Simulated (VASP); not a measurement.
Here is a VASP 6.6.1 calculation.

INCAR

```
PREC     = Accurate       # precision mode
ENCUT    = 520            # plane-wave cutoff, eV
EDIFF    = 1E-6           # SCF threshold, eV
ISMEAR   = 0              # smearing method
SIGMA    = 0.1            # smearing width, eV
LREAL    = False          # projectors in reciprocal space
LASPH    = True           # aspherical terms in the spheres
NELM     = 60             # most SCF steps
ALGO     = Fast           # electronic algorithm
ISIF     = 2              # what is computed and relaxed
LWAVE    = False          # write WAVECAR
LCHARG   = False          # write CHGCAR
GGA      = PE             # functional
NBANDS   = 22             # bands
```

File KPOINTS:

```
Automatic mesh
0
Gamma
  18 18 10
```

The input POSCAR:

```
Rh
1.0
    2.6857870211      0.0000000000      0.0000000000
   -1.3428935106      2.3259597894      0.0000000000
    0.0000000000      0.0000000000      4.3267814682
Rh
2
Direct
    0.6666666667      0.3333333333      0.7500000000
    0.3333333333      0.6666666667      0.2500000000
```

Potentials or basis: VASP PAW PBE potentials, release 64 (Rh_pv).

Run with:

```sh
$ cat potpaw_PBE.64/Rh_pv/POTCAR > POTCAR
$ mpirun -np 1 vasp_std > vasp.out
```

Task: Predict the pressure.

Result: 12.0 GPa.

Task: Predict the band gap on the k mesh.

Result: Zero (band 15 reaches 12.98 eV, above the bottom of band 16 at 10.49 eV).
